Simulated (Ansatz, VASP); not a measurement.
**Two plane-wave programs on O**

```
O
1.0
     7.77498    0.00000    0.00000
     0.00000    7.77498    0.00000
     0.00000    0.00000    7.77498
O
20
Cartesian
  4.3940 1.1768 2.6804
  4.1550 0.9894 1.5003
  4.0020 5.7075 0.3481
  2.8691 5.5893 0.7804
  7.5845 4.6735 4.8761
  6.9263 4.3620 5.8527
  2.7903 3.7414 5.7279
  2.5393 2.7968 5.0013
  5.2167 1.7858 6.4647
  5.8868 1.4007 5.5230
  8.0291 6.9194 7.2971
  7.0315 7.3248 7.8659
  0.5493 0.2405 4.0149
  1.4894 -0.4023 3.5818
  6.1767 3.7169 1.9317
  6.9100 4.6685 1.7315
  1.1169 2.1843 0.2074
  1.2711 2.3023 1.4099
  4.5468 6.3576 4.7806
  4.3384 5.7150 3.7670
```

Alike in both runs: functional PBE; dispersion D3(BJ); k mesh 1 × 1 × 1; occupations fermi-dirac, width 0.02 eV; collinear spin.

Ansatz relaxed the structure, and its values are those at the end. VASP's run is a single point on that final structure, the one shown.

|  | VASP | Ansatz |
| --- | --- | --- |
| version | VASP 6.6.1 | Ansatz 0.2.0 |
| potentials or method | VASP PAW PBE potentials, release 64 (O), cutoff 520 eV | scalar-relativistic, plane waves, PAW |
| valence electrons in the cell | 120 | 120 |

VASP gave:

```
gap on the k mesh at the Fermi level (eV)                     : 1.91
rms of the force components (eV/Å)                            : 0.648
net moment per atom (μB)                                      : 1.00
size of the moment on the site where the two differ most (μB) : 0.81
```

Task: Estimate Ansatz's values.

Result: gap on the k mesh at the Fermi level (eV): 1.89; rms of the force components (eV/Å): 0.016; net moment per atom (μB): 1.00; size of the moment on the site where the two differ most (μB): 0.56.

Site moments also hang on the region over which each program counts them. One of these differences is far larger than is usual between the two programs; its cause wasn't traced. Ansatz's warnings: xc potential rough in thin density.

Noted on VASP's run: the standard files for N, O and F lose accuracy on very short bonds.
